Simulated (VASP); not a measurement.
# TmI4 (Ccce) in VASP: single point with PBE

Aim: the single point of TmI4 with PBE.

Everything below comes from runs of VASP 6.6.1. Logs are shortened: lines on timing, memory, paths and dates and some standing lists are left out, and cuts for length are marked.

**1. The cell of the first run**

It takes space group Ccce (No. 68, orthorhombic). The conventional cell has a = 7.467 Å, b = 15.894 Å, c = 6.908 Å, α = 90.00°, β = 90.00°, γ = 90.00°. Tm (site symmetry 222) has 8 I at 3.02 to 3.35 Å within 4.0 Å. I (site symmetry 1) has 2 Tm at 3.02 to 3.35 Å and 6 I at 3.51 to 3.95 Å within 4.0 Å.

The cell was generated, and may not be a known phase.

**2. Single point, PBE**

INCAR

```
SYSTEM = TmI4
PREC = Accurate
ENCUT = 500
EDIFF = 1E-6
ISMEAR = 0
SIGMA = 0.2
LREAL = .False.
LASPH = .True.
NELM = 200
ALGO = Normal
ISIF = 2
LWAVE = .False.
LCHARG = .False.
GGA = PE
NBANDS = 48
GGA_COMPAT = .False.
LMAXMIX = 6
```

KPOINTS

```
Automatic mesh
0
Gamma
  3 3 2
  0 0 0
```

POSCAR

```
TmI4
1.0
    3.7334048168     -7.9469728915      0.0000000000
    3.7334048168      7.9469728915      0.0000000000
    0.0000000000      0.0000000000      6.9082410036
Tm I
2 8
Direct
    0.5000000000      0.5000000000      0.0000000000
    0.0000000000      0.0000000000      0.5000000000
    0.9049803443      0.6808135371      0.1562838987
    0.0950196557      0.3191864629      0.1562838987
    0.1808135371      0.4049803443      0.6562838987
    0.8191864629      0.5950196557      0.6562838987
    0.4049803443      0.1808135371      0.3437161013
    0.5950196557      0.8191864629      0.3437161013
    0.3191864629      0.0950196557      0.8437161013
    0.6808135371      0.9049803443      0.8437161013
```

Potentials or basis: VASP PAW PBE potentials, release 64 (Tm_3, I), 4f in core.

Run with:

```sh
$ cat potpaw_PBE.64/Tm_3/POTCAR potpaw_PBE.64/I/POTCAR > POTCAR
$ mpirun -np 1 vasp_std > vasp.out
```

OUTCAR:

```text
SYSTEM = TmI4
   PREC = Accurate
   ENCUT = 500
   EDIFF = 1E-6
   ISMEAR = 0
   LREAL = .False.
   LASPH = .True.
   NELM = 200
   ISIF = 2
   GGA = PE

 ion  position               nearest neighbor table
   1  0.500  0.500  0.000-   3 3.02   4 3.02   9 3.02  10 3.02   7 3.35   8 3.35   5 3.35   6 3.35

   2  0.000  0.000  0.500-   5 3.02   6 3.02   7 3.02   8 3.02   3 3.35   4 3.35   9 3.35  10 3.35

   3  0.905  0.681  0.156-   1 3.02   2 3.35   6 3.51   6 3.51
   4  0.095  0.319  0.156-   1 3.02   2 3.35   5 3.51   5 3.51
   5  0.181  0.405  0.656-   2 3.02   1 3.35   4 3.51   4 3.51
   6  0.819  0.595  0.656-   2 3.02   1 3.35   3 3.51   3 3.51
   7  0.405  0.181  0.344-   2 3.02   1 3.35   9 3.51   9 3.51
   8  0.595  0.819  0.344-   2 3.02   1 3.35  10 3.51  10 3.51
   9  0.319  0.095  0.844-   1 3.02   2 3.35   7 3.51   7 3.51
  10  0.681  0.905  0.844-   1 3.02   2 3.35   8 3.51   8 3.51

  LATTYP: Found a base centered orthorhombic cell.
 ALAT       =     7.4668096336
 B/A-ratio  =     2.1286126958
 C/A-ratio  =     0.9251931337

  Lattice vectors:

 A1 = (   3.7334048168,  -7.9469728915,   0.0000000000)
 A2 = (   3.7334048168,   7.9469728915,   0.0000000000)
 A3 = (   0.0000000000,   0.0000000000,   6.9082410036)

Analysis of symmetry for initial positions (statically):
=====================================================================
 Subroutine PRICEL returns:
 Original cell was already a primitive cell.

 Routine SETGRP: Setting up the symmetry group for a
 base centered orthorhombic supercell.

 Subroutine GETGRP returns: Found  8 space group operations
 (whereof  4 operations were pure point group operations)
 out of a pool of  8 trial point group operations.

The static configuration has the point symmetry D_2 .
 The point group associated with its full space group is D_2h.

Analysis of symmetry for dynamics (positions and initial velocities):
=====================================================================
 Subroutine PRICEL returns:
 Original cell was already a primitive cell.

 Routine SETGRP: Setting up the symmetry group for a
 base centered orthorhombic supercell.

 Subroutine GETGRP returns: Found  8 space group operations
 (whereof  4 operations were pure point group operations)
 out of a pool of  8 trial point group operations.

The dynamic configuration has the point symmetry D_2 .
 The point group associated with its full space group is D_2h.

 Subroutine INISYM returns: Found  8 space group operations
 (whereof  4 operations are pure point group operations),
 and found     1 'primitive' translations

----------------------------------------------------------------------------------------

                                     Primitive cell

  volume of cell :     409.9249

  direct lattice vectors                    reciprocal lattice vectors
     3.733404817 -7.946972891  0.000000000     0.133926007 -0.062917039  0.000000000
     3.733404817  7.946972891  0.000000000     0.133926007  0.062917039  0.000000000
     0.000000000  0.000000000  6.908241004     0.000000000  0.000000000  0.144754649

  length of vectors
     8.780244283  8.780244283  6.908241004     0.147968676  0.147968676  0.144754649

  position of ions in fractional coordinates (direct lattice)
     0.500000000  0.500000000  0.000000000
     0.000000000  0.000000000  0.500000000
     0.904980344  0.680813537  0.156283899
     0.095019656  0.319186463  0.156283899
     0.180813537  0.404980344  0.656283899
     0.819186463  0.595019656  0.656283899
     0.404980344  0.180813537  0.343716101
     0.595019656  0.819186463  0.343716101
     0.319186463  0.095019656  0.843716101
     0.680813537  0.904980344  0.843716101

  ion indices of the primitive-cell ions
   primitive index   ion index
                 1           1
                 2           2
                 3           3
                 4           4
                 5           5
                 6           6
                 7           7
                 8           8
                 9           9
                10          10

----------------------------------------------------------------------------------------

 KPOINTS: Automatic mesh

Automatic generation of k-mesh.
 Grid dimensions read from file:
 generate k-points for:    3    3    2

 Generating k-lattice:

  Cartesian coordinates                     Fractional coordinates (reciprocal lattice)
     0.044642002 -0.020972346  0.000000000     0.333333333  0.000000000  0.000000000
     0.044642002  0.020972346  0.000000000     0.000000000  0.333333333  0.000000000
     0.000000000  0.000000000  0.072377324     0.000000000  0.000000000  0.500000000

  Length of vectors
     0.049322892  0.049322892  0.072377324

  Shift w.r.t. Gamma in fractional coordinates (k-lattice)
     0.000000000  0.000000000  0.000000000

 Subroutine IBZKPT returns following result:
 ===========================================

 Found      8 irreducible k-points:

 Following reciprocal coordinates:
            Coordinates               Weight
  0.000000  0.000000  0.000000      1.000000
  0.333333  0.000000  0.000000      4.000000
  0.333333  0.333333  0.000000      2.000000
 -0.333333  0.333333  0.000000      2.000000
  0.000000  0.000000  0.500000      1.000000
  0.333333  0.000000  0.500000      4.000000
  0.333333  0.333333  0.500000      2.000000
 -0.333333  0.333333  0.500000      2.000000
   k-points           NKPTS =      8   k-points in BZ     NKDIM =      8   number of bands    NBANDS=     48
   number of dos      NEDOS =    301   number of ions     NIONS =     10
   total plane-waves  NPLWV = 204800
   dimension x,y,z NGX =    64 NGY =   64 NGZ =   50
   dimension x,y,z NGXF=   128 NGYF=  128 NGZF=  100
   ions per type =               2   8
   NGX,Y,Z   is equivalent  to a cutoff of  12.12, 12.12, 12.03 a.u.
   NGXF,Y,Z  is equivalent  to a cutoff of  24.24, 24.24, 24.06 a.u.
 SYSTEM =  TmI4
   PREC   = accura    normal or accurate (medium, high low for compatibility)
   ISTART =      0    job   : 0-new  1-cont  2-samecut
   ICHARG =      2    charge: 1-file 2-atom 10-const
   ISPIN  =      1    spin polarized calculation?
   LNONCOLLINEAR =      F non collinear calculations
   LSORBIT =      F    spin-orbit coupling
   LASPH  =      T    aspherical Exc in radial PAW
   ENCUT  =  500.0 eV  36.75 Ry    6.06 a.u.  16.01 16.01 12.60*2*pi/ulx,y,z
   NELM   =    200;   NELMIN=  2; NELMDL= -5     # of ELM steps
   EDIFF  = 0.1E-05   stopping-criterion for ELM
   LREAL  =      F    real-space projection
   EDIFFG = 0.1E-04   stopping-criterion for IOM
   NSW    =      0    number of steps for IOM
   IBRION =     -1    ionic relax: 0-MD 1-quasi-New 2-CG
   NFREE  =      0    steps in history (QN), initial steepest desc. (CG)
   ISIF   =      2    stress and relaxation
   ISYM   =      2    0-nonsym 1-usesym 2-fastsym
   POTIM  = 0.5000    time-step for ionic-motion
   TEBEG  =    0.0;   TEEND  =   0.0 temperature during run
   PSTRESS=    0.0 pullay stress
   NELECT =      74.0000    total number of electrons
   NUPDOWN=      -1.0000    fix difference up-down
   EMIN   =  10.00;   EMAX   =-10.00  energy-range for DOS
   EFERMI =   0.00;   METHOD = LEGACY
   ISMEAR =     0;   SIGMA  =   0.20  broadening in eV -4-tet -1-fermi 0-gaus
   EFERMI_NEDOS =   21; number of points for ismear=-14 and -15
   IALGO  =     38    algorithm
   IMIX   =      4    mixing-type and parameters
     AMIX     =   0.40;   BMIX     =  1.00
     AMIX_MAG =   1.60;   BMIX_MAG =  1.00
  volume/ion in A,a.u.               =      40.99       276.63
  Fermi-wavevector in a.u.,A,eV,Ry     =   0.925232  1.748435 11.647325  0.856054
  Thomas-Fermi vector in A             =   2.051064
   LORBIT       =      0    0 simple, 1 ext, 2 COOP (PROOUT), +10 PAW based schemes
   GGA     = PE    functional components
   LHFCALC =     F    Hartree Fock is set to
   AEXX    =    0.0000 exact exchange contribution
   IVDW    =     0    specifies the selected vdW correction
   LEPSILON=     F    determine dielectric tensor
   LRPA    =     F    only Hartree local field effects (RPA)
 non-spin polarized calculation
 Gauss-broadening in eV      SIGMA  =   0.20
  energy-cutoff  :      500.00
  volume of cell :      409.92
 maximum number of plane-waves:     10435
   NGX = 33   NGY = 33   NGZ = 25

 number of electron      74.0000006 magnetization

 Free energy of the ion-electron system (eV)
  ---------------------------------------------------
  ext. energy  EPLUGINS =         0.00000000
  ---------------------------------------------------
  free energy    TOTEN  =       -30.69812184 eV

  energy without entropy =      -30.62210754  energy(sigma->0) =      -30.66011469

 E-fermi :   2.7329     XC(G=0):  -8.0367

 val. band max:        2.6824771275   @ k =   0.3333   0.0000   0.0000
 cond. band min:       2.7723270641   @ k =   0.3333   0.3333   0.0000
 fundamental gap:      0.0898499367
 Fermi energy:         2.7328786794

 k-point     1 :       0.0000    0.0000    0.0000
  band No.  band energies     occupation
      1     -23.2457      2.00000
      2     -23.2421      2.00000
      3     -23.2278      2.00000
      4     -23.2207      2.00000
      5     -23.1588      2.00000
      6     -23.1496      2.00000
[... 40 lines left out ...]
     47       6.5104      0.00000
     48       6.6625      0.00000

 k-point     2 :       0.3333    0.0000    0.0000
  band No.  band energies     occupation
      1     -23.2448      2.00000
      2     -23.2430      2.00000
      3     -23.2260      2.00000
      4     -23.2225      2.00000
      5     -23.1566      2.00000
      6     -23.1519      2.00000
[... 298 lines left out ...]
 k-point     8 :      -0.3333    0.3333    0.5000
  band No.  band energies     occupation
      1     -23.2439      2.00000
      2     -23.2439      2.00000
      3     -23.2243      2.00000
      4     -23.2243      2.00000
      5     -23.1542      2.00000
      6     -23.1542      2.00000
[... 40 lines left out ...]
     47       6.8420      0.00000
     48       6.8421      0.00000

------------------------ aborting loop because EDIFF is reached ----------------------------------------

  FORCE on cell =-STRESS in cart. coord.  units (eV):
  Direction    XX          YY          ZZ          XY          YZ          ZX
  --------------------------------------------------------------------------------------
  -------------------------------------------------------------------------------------
  Total        0.2744895      1.4374665      0.2080251      0.0000000      0.0000000      0.0000000
  in kB        1.0728329      5.6182883      0.8130590      0.0000000      0.0000000      0.0000000
  external PRESSURE =       2.5013934 kB  Pullay stress =       0.0000000 kB

 VOLUME and BASIS-vectors are now :
 -----------------------------------------------------------------------------
  energy-cutoff  :      500.00
  volume of cell :      409.92
      direct lattice vectors                 reciprocal lattice vectors
     3.733404817 -7.946972891  0.000000000     0.133926007 -0.062917039  0.000000000
     3.733404817  7.946972891  0.000000000     0.133926007  0.062917039  0.000000000
     0.000000000  0.000000000  6.908241004     0.000000000  0.000000000  0.144754649

 POSITION                                       TOTAL-FORCE (eV/Angst)
 -----------------------------------------------------------------------------------
      3.73340      0.00000      0.00000         0.000000     -0.000000     -0.000000
      0.00000      0.00000      3.45412         0.000000     -0.000000     -0.000000
      5.92041     -1.78145      1.07965        -0.002420     -0.019649      0.017827
      1.54640      1.78145      1.07965         0.002420      0.019649      0.017827
      2.18701      1.78145      4.53377        -0.002420      0.019649      0.017827
      5.27980     -1.78145      4.53377         0.002420     -0.019649      0.017827
      2.18701     -1.78145      2.37447        -0.002420     -0.019649     -0.017827
      5.27980      1.78145      2.37447         0.002420      0.019649     -0.017827
      1.54640     -1.78145      5.82859         0.002420     -0.019649     -0.017827
      5.92041      1.78145      5.82859        -0.002420      0.019649     -0.017827
 -----------------------------------------------------------------------------------
    total drift:                               -0.000000     -0.000000      0.000000

  FREE ENERGIE OF THE ION-ELECTRON SYSTEM (eV)
  ---------------------------------------------------
  free  energy   TOTEN  =       -30.6981218383 eV

  energy  without entropy=      -30.6221075368  energy(sigma->0) =      -30.66011469
```

It took 2.3 min on 1 thread of AMD EPYC 9R45 (Zen 5), shared host; peak memory 0.5 GiB.

Results:

```
Free energy            : -30.6981 eV
Pressure               : 0.3 GPa
Largest force          : 0.027 eV/Å
Band gap on the k mesh : zero (bands 37 and 38 overlap by 1.25 eV)
```

Forces in eV/Å, atoms in the order of the input:
```
Tm   0.000  0.000  0.000
Tm   0.000  0.000  0.000
I   -0.002 -0.020  0.018
I    0.002  0.020  0.018
I   -0.002  0.020  0.018
I    0.002 -0.020  0.018
I   -0.002 -0.020 -0.018
I    0.002  0.020 -0.018
I    0.002 -0.020 -0.018
I   -0.002  0.020 -0.018
```

Stress tensor (GPa, compression positive):
```
0.11 0.00 0.00
0.00 0.56 0.00
0.00 0.00 0.08
```

Levels at points of the mesh, in eV from the Fermi level:
```
           k point  band 33  band 34  band 35  band 36  band 37  band 38  band 39  band 40  band 41  band 42
(0.00, 0.00, 0.00)    -0.90    -0.83    -0.61    -0.25     0.35     0.58     2.10     2.16     3.10     3.11
(0.00, 0.00, 0.50)    -1.17    -1.17    -0.91    -0.91    -0.89    -0.89     2.52     2.52     2.73     2.73
```

Caveat: the k points lie up to 0.45 Å⁻¹ apart, too coarse for converged energies and pressures of a metal; spin-orbit coupling is left out, which moves the levels of the heavy elements; the 4f electrons are frozen in the core, so they carry no moment and show no levels; the run has no spin polarisation, though such a crystal can be magnetic.

The gap in the log of VASP goes by the Fermi energy; the results here count the filled bands.